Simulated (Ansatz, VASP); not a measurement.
## Two plane-wave programs on SnO2

Contents of INCAR:

```
SYSTEM = SnO2
  ALGO = Normal
  EDIFF = 1E-6
  ENCUT = 520
  GGA = PE
  ISIF = 2
  ISMEAR = -1
  LASPH = .TRUE.
  LCHARG = .FALSE.
  LREAL = .FALSE.
  LWAVE = .FALSE.
  NBANDS = 35
  NELM = 80
  PREC = Accurate
  SIGMA = 0.02
```

The input KPOINTS:

```
k-points
0
G
  6 6 8
  0 0 0
```

The input POSCAR:

```
SnO2
1.0
    5.0390046043      0.0000000000      0.0000000000
    0.0000000000      5.0391985978      0.0000000000
    0.0000000000      0.0000000000      3.2000514904
Sn O
2 4
Direct
    0.5000000000      0.5000000000      0.5000000000
    0.0000000000      0.0000000000      0.0000000000
    0.3103529917      0.3103596423      0.0000000000
    0.8103529917      0.1896403577      0.5000000000
    0.1896470083      0.8103596423      0.5000000000
    0.6896470083      0.6896403577      0.0000000000
```

Input for Ansatz:

```yaml
crystal:
  lattice:
    - [5.0390046043, 0.0, 0.0]
    - [0.0, 5.0391985978, 0.0]
    - [0.0, 0.0, 3.2000514904]
  atoms:
    - { symbol: Sn, position: [0.5, 0.5, 0.5] }
    - { symbol: Sn, position: [0.0, 0.0, 0.0] }
    - { symbol: O, position: [0.3103529917, 0.3103596423, 0.0] }
    - { symbol: O, position: [0.8103529917, 0.1896403577, 0.5] }
    - { symbol: O, position: [0.1896470083, 0.8103596423, 0.5] }
    - { symbol: O, position: [0.6896470083, 0.6896403577, 0.0] }
kpoints:
  mp_grid: { grid: [6, 6, 8] }
  band_path:
    path:
      - [0.0, 0.0, 0.0]
      - [0.0, 0.5000096244, 0.0]
      - [0.4999903756, 0.5000096244, 0.0]
      - [0.0, 0.0, 0.5]
      - [0.0, 0.5000096244, 0.5]
      - [0.4999903756, 0.5000096244, 0.5]
    npoints: 1
hamiltonian:
  xc: pbe
scf:
  occupations: { method: fermi_dirac, width: 0.02 }
  n_extra_bands: 5
output:
  forces: true
  stress: true
  eigenvalues: true
  write_density: true
  write_potential: true
  elf: true
  volumetric_format: npy
```

Change from the starting cell: biaxial_xy strain +5.8%.

Alike in both runs: task single point; functional PBE; k mesh 6 × 6 × 8; occupations fermi-dirac, width 0.02 eV; no spin polarisation.

|  | VASP | Ansatz |
| --- | --- | --- |
| version | VASP 6.6.1 | Ansatz 0.2.0 |
| potentials or method | VASP PAW PBE potentials, release 64 (Sn_d, O) | plane waves, PAW |
| plane-wave cutoff (eV) | 520 | 420 |
| valence electrons in the cell | 52 | 52 |

|  | VASP | Ansatz | Ansatz less VASP |
| --- | --- | --- | --- |
| pressure (GPa) | -7.6 | -8.0 | -0.46 |
| traceless stress, the component that is largest in VASP (GPa) | 3.90 | 3.61 | -0.297 |
| rms of the force components (eV/Å) | 0.070 | 0.052 | -0.0182 |

Atom by atom the forces differ by 0.018 eV/Å (rms over components). With one functional, cell and mesh, what is left measures potentials, basis and numerics. Ansatz's warnings: near symmetry operations not taken.
